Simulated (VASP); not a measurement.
# Si6Cl in VASP: a series of runs

Si6Cl is run at these levels: PBE; tasks: single point.

Everything below comes from runs of VASP 6.6.1. Logs are shortened: lines on timing, memory, paths and dates and some standing lists are left out, and cuts for length are marked.

### 1 The cell of the first run

The cell holds a slab with vacuum, 7 atoms: a = 3.868 Å, b = 5.470 Å, c = 19.224 Å, α = 90.00°, β = 90.00°, γ = 90.00°.

### 2 Single point, PBE, collinear spin

The input, INCAR:

```
PREC = Accurate
ENCUT = 520
EDIFF = 1E-6
ISMEAR = 0
SIGMA = 0.05
LREAL = False
LASPH = True
NELM = 150
ALGO = Normal
ISIF = 2
LWAVE = False
LCHARG = False
ISPIN = 2
MAGMOM = 0 0 0 0 0 0 1
LORBIT = 11
LDIPOL = True
IDIPOL = 3
DIPOL = 0.5 0.5 0.329
GGA = PE
NBANDS = 28
```

The input, KPOINTS:

```
regular mesh
0
Gamma
  7 5 1
```

The input, POSCAR:

```
Si6Cl
1.0
    3.8675355695      0.0000000000      0.0000000000
    0.0000000000      5.4695212554      0.0000000000
    0.0000000000      0.0000000000     19.2238421361
Si Cl
6 1
Direct
    0.5000000000      0.0000000000      0.2080749505
    0.0000000000      0.2500000000      0.2080749505
    0.0000000000      0.5024402202      0.3062860998
    0.5000000000      0.7475597798      0.3062860998
    0.5000000000      0.0098635024      0.4017845174
    0.0000000000      0.2401364976      0.4017845174
    0.5000000000      0.6765301691      0.4697862253
```

Potentials or basis: VASP PAW PBE potentials, release 64 (Si, Cl).

The run is started by

```
> cat potpaw_PBE.64/Si/POTCAR potpaw_PBE.64/Cl/POTCAR > POTCAR
> mpirun -np 1 vasp_std > vasp.out
```

OUTCAR:

```text
PREC = Accurate
   ENCUT = 520
   EDIFF = 1E-6
   ISMEAR = 0
   LREAL = False
   LASPH = True
   NELM = 150
   ISIF = 2
   ISPIN = 2
   LORBIT = 11
   GGA = PE

 ion  position               nearest neighbor table
   1  0.500  0.000  0.208-   4 2.34   2 2.37   2 2.37
   2  0.000  0.250  0.208-   3 2.34   1 2.37   1 2.37
   3  0.000  0.502  0.306-   6 2.33   2 2.34   4 2.35   4 2.35
   4  0.500  0.748  0.306-   5 2.33   1 2.34   3 2.35   3 2.35
   5  0.500  0.010  0.402-   7 2.24   6 2.31   6 2.31   4 2.33
   6  0.000  0.240  0.402-   5 2.31   5 2.31   3 2.33
   7  0.500  0.677  0.470-   5 2.24

  LATTYP: Found a simple orthorhombic cell.
 ALAT       =     3.8675355695
 B/A-ratio  =     1.4142135624
 C/A-ratio  =     4.9705663440

  Lattice vectors:

 A1 = (   3.8675355695,   0.0000000000,   0.0000000000)
 A2 = (   0.0000000000,   5.4695212554,   0.0000000000)
 A3 = (   0.0000000000,   0.0000000000,  19.2238421361)

Analysis of symmetry for initial positions (statically):
=====================================================================
 Subroutine PRICEL returns:
 Original cell was already a primitive cell.

 Routine SETGRP: Setting up the symmetry group for a
 simple orthorhombic supercell.

 Subroutine GETGRP returns: Found  2 space group operations
 (whereof  2 operations were pure point group operations)
 out of a pool of  8 trial point group operations.

The static configuration has the point symmetry C_1h.

Analysis of symmetry for dynamics (positions and initial velocities):
=====================================================================
 Subroutine PRICEL returns:
 Original cell was already a primitive cell.

 Routine SETGRP: Setting up the symmetry group for a
 simple orthorhombic supercell.

 Subroutine GETGRP returns: Found  2 space group operations
 (whereof  2 operations were pure point group operations)
 out of a pool of  8 trial point group operations.

The dynamic configuration has the point symmetry C_1h.

Analysis of structural, dynamic, and magnetic symmetry:
=====================================================================
 Subroutine PRICEL returns:
 Original cell was already a primitive cell.

 Routine SETGRP: Setting up the symmetry group for a
 simple orthorhombic supercell.

 Subroutine GETGRP returns: Found  2 space group operations
 (whereof  2 operations were pure point group operations)
 out of a pool of  8 trial point group operations.

The overall configuration has the point symmetry C_1h.

 Subroutine INISYM returns: Found  2 space group operations
 (whereof  2 operations are pure point group operations),
 and found     1 'primitive' translations

----------------------------------------------------------------------------------------

                                     Primitive cell

  volume of cell :     406.6529

  direct lattice vectors                    reciprocal lattice vectors
     3.867535570  0.000000000  0.000000000     0.258562586  0.000000000  0.000000000
     0.000000000  5.469521255  0.000000000     0.000000000  0.182831358  0.000000000
     0.000000000  0.000000000 19.223842136     0.000000000  0.000000000  0.052018738

  length of vectors
     3.867535570  5.469521255 19.223842136     0.258562586  0.182831358  0.052018738

  position of ions in fractional coordinates (direct lattice)
     0.500000000  0.000000000  0.208074950
     0.000000000  0.250000000  0.208074950
     0.000000000  0.502440220  0.306286100
     0.500000000  0.747559780  0.306286100
     0.500000000  0.009863502  0.401784517
     0.000000000  0.240136498  0.401784517
     0.500000000  0.676530169  0.469786225

  ion indices of the primitive-cell ions
   primitive index   ion index
                 1           1
                 2           2
                 3           3
                 4           4
                 5           5
                 6           6
                 7           7

----------------------------------------------------------------------------------------

 KPOINTS: regular mesh

Automatic generation of k-mesh.
 Grid dimensions read from file:
 generate k-points for:    7    5    1

 Generating k-lattice:

  Cartesian coordinates                     Fractional coordinates (reciprocal lattice)
     0.036937512  0.000000000  0.000000000     0.142857143  0.000000000  0.000000000
     0.000000000  0.036566272  0.000000000     0.000000000  0.200000000  0.000000000
     0.000000000  0.000000000  0.052018738     0.000000000  0.000000000  1.000000000

  Length of vectors
     0.036937512  0.036566272  0.052018738

  Shift w.r.t. Gamma in fractional coordinates (k-lattice)
     0.000000000  0.000000000  0.000000000

 Subroutine IBZKPT returns following result:
 ===========================================

 Found     12 irreducible k-points:

 Following reciprocal coordinates:
            Coordinates               Weight
  0.000000  0.000000  0.000000      1.000000
  0.142857  0.000000  0.000000      2.000000
  0.285714  0.000000  0.000000      2.000000
  0.428571  0.000000  0.000000      2.000000
  0.000000  0.200000  0.000000      2.000000
  0.142857  0.200000  0.000000      4.000000
  0.285714  0.200000  0.000000      4.000000
  0.428571  0.200000  0.000000      4.000000
  0.000000  0.400000  0.000000      2.000000
  0.142857  0.400000  0.000000      4.000000
  0.285714  0.400000  0.000000      4.000000
  0.428571  0.400000  0.000000      4.000000
   k-points           NKPTS =     12   k-points in BZ     NKDIM =     12   number of bands    NBANDS=     28
   number of dos      NEDOS =    301   number of ions     NIONS =      7
   total plane-waves  NPLWV = 181440
   dimension x,y,z NGX =    30 NGY =   42 NGZ =  144
   dimension x,y,z NGXF=    60 NGYF=   84 NGZF=  288
   ions per type =               6   1
   NGX,Y,Z   is equivalent  to a cutoff of  12.90, 12.77, 12.45 a.u.
   NGXF,Y,Z  is equivalent  to a cutoff of  25.79, 25.53, 24.91 a.u.
 SYSTEM =  unknown system
   PREC   = accura    normal or accurate (medium, high low for compatibility)
   ISTART =      0    job   : 0-new  1-cont  2-samecut
   ICHARG =      2    charge: 1-file 2-atom 10-const
   ISPIN  =      2    spin polarized calculation?
   LNONCOLLINEAR =      F non collinear calculations
   LSORBIT =      F    spin-orbit coupling
   LASPH  =      T    aspherical Exc in radial PAW
   ENCUT  =  520.0 eV  38.22 Ry    6.18 a.u.   7.19 10.17 35.74*2*pi/ulx,y,z
   NELM   =    150;   NELMIN=  2; NELMDL= -5     # of ELM steps
   EDIFF  = 0.1E-05   stopping-criterion for ELM
   LREAL  =      F    real-space projection
   EDIFFG = 0.1E-04   stopping-criterion for IOM
   NSW    =      0    number of steps for IOM
   IBRION =     -1    ionic relax: 0-MD 1-quasi-New 2-CG
   NFREE  =      0    steps in history (QN), initial steepest desc. (CG)
   ISIF   =      2    stress and relaxation
   ISYM   =      2    0-nonsym 1-usesym 2-fastsym
   POTIM  = 0.5000    time-step for ionic-motion
   TEBEG  =    0.0;   TEEND  =   0.0 temperature during run
   PSTRESS=    0.0 pullay stress
   NELECT =      31.0000    total number of electrons
   NUPDOWN=      -1.0000    fix difference up-down
   EMIN   =  10.00;   EMAX   =-10.00  energy-range for DOS
   EFERMI =   0.00;   METHOD = LEGACY
   ISMEAR =     0;   SIGMA  =   0.05  broadening in eV -4-tet -1-fermi 0-gaus
   EFERMI_NEDOS =   21; number of points for ismear=-14 and -15
   IALGO  =     38    algorithm
   IMIX   =      4    mixing-type and parameters
     AMIX     =   0.40;   BMIX     =  1.00
     AMIX_MAG =   1.60;   BMIX_MAG =  1.00
  volume/ion in A,a.u.               =      58.09       392.03
  Fermi-wavevector in a.u.,A,eV,Ry     =   0.694151  1.311756  6.555913  0.481846
  Thomas-Fermi vector in A             =   1.776564
   LORBIT       =     11    0 simple, 1 ext, 2 COOP (PROOUT), +10 PAW based schemes
   GGA     = PE    functional components
   LHFCALC =     F    Hartree Fock is set to
   AEXX    =    0.0000 exact exchange contribution
   IVDW    =     0    specifies the selected vdW correction
   LEPSILON=     F    determine dielectric tensor
   LRPA    =     F    only Hartree local field effects (RPA)
 spin polarized calculation
 Gauss-broadening in eV      SIGMA  =   0.05
  energy-cutoff  :      520.00
  volume of cell :      406.65
 maximum number of plane-waves:     10975
 NGX is ok and might be reduce to    30
   NGX = 15   NGY = 21   NGZ = 71

 dipolmoment           0.000000      0.000000     -0.002621 electrons x Angstroem

 number of electron      30.9999999 magnetization       0.9953380

 dipolmoment           0.000000      0.000000      0.035581 electrons x Angstroem

 Free energy of the ion-electron system (eV)
  ---------------------------------------------------
  ext. energy  EPLUGINS =         0.00000000
  ---------------------------------------------------
  free energy    TOTEN  =       -32.16512242 eV

  energy without entropy =      -32.16475792  energy(sigma->0) =      -32.16494017

 E-fermi :  -1.3120     XC(G=0):  -4.0159

 val. band max:       -1.3691216573   @ k =   0.0000   0.0000   0.0000
 cond. band min:      -1.2502180124   @ k =   0.1429   0.0000   0.0000
 fundamental gap:      0.1189036449
 Fermi energy:        -1.3119574041

 spin component 1

 k-point     1 :       0.0000    0.0000    0.0000
  band No.  band energies     occupation
      1     -17.0990      1.00000
      2     -12.7035      1.00000
      3     -11.0018      1.00000
      4      -9.5537      1.00000
      5      -8.7551      1.00000
      6      -7.1320      1.00000
[... 19 lines left out ...]
     26       3.6742      0.00000
     27       3.6914      0.00000
[... 301 lines left out ...]
 k-point    12 :       0.4286    0.4000    0.0000
  band No.  band energies     occupation
      1     -16.9603      1.00000
      2     -10.8415      1.00000
      3     -10.4489      1.00000
      4      -9.4542      1.00000
      5      -8.5192      1.00000
      6      -8.1537      1.00000
[... 19 lines left out ...]
     26       4.3770      0.00000
     27       4.7246      0.00000
 Fermi energy:        -1.3119574041

 spin component 2

 k-point     1 :       0.0000    0.0000    0.0000
  band No.  band energies     occupation
      1     -17.0852      1.00000
      2     -12.6102      1.00000
      3     -10.8649      1.00000
      4      -9.4116      1.00000
      5      -8.6804      1.00000
      6      -7.0148      1.00000
[... 19 lines left out ...]
     26       3.8204      0.00000
     27       3.8461      0.00000
[... 301 lines left out ...]
 k-point    12 :       0.4286    0.4000    0.0000
  band No.  band energies     occupation
      1     -16.9461      1.00000
      2     -10.7575      1.00000
      3     -10.3731      1.00000
      4      -9.2695      1.00000
      5      -8.4756      1.00000
      6      -7.9967      1.00000
[... 19 lines left out ...]
     26       4.5475      0.00000
     27       4.9529      0.00000
 [bands above 27 left out]

------------------------ aborting loop because EDIFF is reached ----------------------------------------

 vacuum level on the upper side and lower side of the slab       (xc-potential included)         0.149        -0.148

  FORCE on cell =-STRESS in cart. coord.  units (eV):
  Direction    XX          YY          ZZ          XY          YZ          ZX
  --------------------------------------------------------------------------------------
  -------------------------------------------------------------------------------------
  Total        1.0829520     -0.9416122      1.2058151      0.0000000      2.6060675      0.0000000
  in kB        4.2667381     -3.7098713      4.7508081      0.0000000     10.2676822      0.0000000
  external PRESSURE =       1.7692249 kB  Pullay stress =       0.0000000 kB

 VOLUME and BASIS-vectors are now :
 -----------------------------------------------------------------------------
  energy-cutoff  :      520.00
  volume of cell :      406.65
      direct lattice vectors                 reciprocal lattice vectors
     3.867535570  0.000000000  0.000000000     0.258562586  0.000000000  0.000000000
     0.000000000  5.469521255  0.000000000     0.000000000  0.182831358  0.000000000
     0.000000000  0.000000000 19.223842136     0.000000000  0.000000000  0.052018738

 POSITION                                       TOTAL-FORCE (eV/Angst)
 -----------------------------------------------------------------------------------
      1.93377      0.00000      4.00000         0.000000      0.574266     -0.129043
      0.00000      1.36738      4.00000         0.000000     -0.769829      0.062008
      0.00000      2.74811      5.88800         0.000000     -0.081265      0.211486
      1.93377      4.08879      5.88800         0.000000     -0.082742     -0.743305
      1.93377      0.05395      7.72384         0.000000     -1.152896      0.560644
      0.00000      1.31343      7.72384         0.000000      0.306301      0.035216
      1.93377      3.70030      9.03110         0.000000      1.206166      0.002994
 -----------------------------------------------------------------------------------
    total drift:                                0.000000     -0.000067      0.000146

  FREE ENERGIE OF THE ION-ELECTRON SYSTEM (eV)
  ---------------------------------------------------
  free  energy   TOTEN  =       -32.1651224224 eV

  energy  without entropy=      -32.1647579247  energy(sigma->0) =      -32.16494017

 vacuum level on the upper side and lower side of the slab         3.818         3.510

 total charge

# of ion       s       p       d       tot
------------------------------------------
    1        0.791   0.845   0.000   1.636
    2        0.805   0.825   0.000   1.630
    3        0.765   0.918   0.000   1.683
    4        0.781   0.905   0.000   1.685
    5        0.767   0.860   0.000   1.626
    6        0.805   0.859   0.000   1.665
    7        1.610   3.477   0.000   5.087
--------------------------------------------------
tot          6.324   8.689   0.000  15.012

 magnetization (x)

# of ion       s       p       d       tot
------------------------------------------
    1        0.028   0.163   0.000   0.191
    2        0.016   0.091   0.000   0.107
    3        0.005   0.017   0.000   0.021
    4        0.002   0.024   0.000   0.026
    5        0.005   0.008   0.000   0.013
    6       -0.003  -0.013   0.000  -0.016
    7        0.000   0.010   0.000   0.010
--------------------------------------------------
tot          0.053   0.299   0.000   0.353
```

Wall time 4.6 min (1 thread of AMD EPYC 9R45 (Zen 5), shared host); peak memory 0.66 GiB.

What came out:

```
Free energy                                           : -32.1651 eV
Largest force                                         : 1.282 eV/Å
Band gap on the k mesh                                : 0.12 eV (least direct gap 0.20 eV)
Net moment                                            : 1.00 μB per cell
Site moments                                          : Si +0.19, +0.11, +0.02, +0.03, +0.01, -0.02; Cl +0.01 μB
Valence electrons inside the program's atomic spheres : Si 1.64, 1.63, 1.68, 1.69, 1.67 (each value once); Cl 5.09
```

Forces on the atoms (eV/Å):
```
Si   0.000  0.574 -0.129
Si   0.000 -0.770  0.062
Si   0.000 -0.081  0.211
Si   0.000 -0.083 -0.743
Si   0.000 -1.153  0.561
Si   0.000  0.306  0.035
Cl   0.000  1.206  0.003
```

Levels at points of the mesh, in eV from the valence-band top:
Spin up:
| k point | band 14 | band 15 | band 16 | band 17 | band 18 | band 19 |
| --- | --- | --- | --- | --- | --- | --- |
| (0.00, 0.00, 0.00) | -0.78 | -0.38 | 0.00 | 0.94 | 1.17 | 2.26 |
Spin down:
```
           k point  band 11  band 12  band 13  band 14  band 15  band 16  band 17  band 18  band 19  band 20
(0.00, 0.00, 0.00)    -2.33    -2.14    -1.18    -0.32    -0.25     0.35     1.05     1.41     2.36     3.05
```

[end of part 1 of 2]
